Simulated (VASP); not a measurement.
Input of a VASP 6.6.1 run:

File INCAR:

```
SYSTEM = TaN
PREC = Accurate ; ENCUT = 520
EDIFF = 1E-7 ; ISMEAR = 0
SIGMA = 0.15 ; LREAL = .False.
LASPH = .True. ; NELM = 80
ALGO = Normal ; ISIF = 2
LWAVE = .False. ; LCHARG = .True.
GGA = CA ; LELF = .True.
LVHAR = .True. ; NBANDS = 15
```

File KPOINTS:

```
Automatic mesh
0
Gamma
  18 18 18
  0 0 0
```

Contents of POSCAR:

```
TaN
1.0
    0.0000000000      2.1742693740      2.1742693740
    2.1742693740      0.0000000000      2.1742693740
    2.1742693740      2.1742693740      0.0000000000
Ta N
1 1
Direct
    0.4989105691      0.5010894309      0.5010894309
    0.0140736932     -0.0140736932     -0.0140736932
```

Potentials or basis: VASP PAW LDA potentials, release 64 (Ta_pv, N).

Command:

```bash
$ cat potpaw_LDA.64/Ta_pv/POTCAR potpaw_LDA.64/N/POTCAR > POTCAR
$ mpirun -np 1 vasp_std > vasp.out
```

Task: Estimate the pressure.

Result: 2.8 GPa.

Task: Estimate the largest force.

Result: 0.599 eV/Å.

Forces on the atoms (eV/Å):
```
Ta  -0.599  0.000  0.000
N    0.599  0.000  0.000
```

Caveat: the cell differs from its parent crystal (atoms displaced along a vibrational mode).
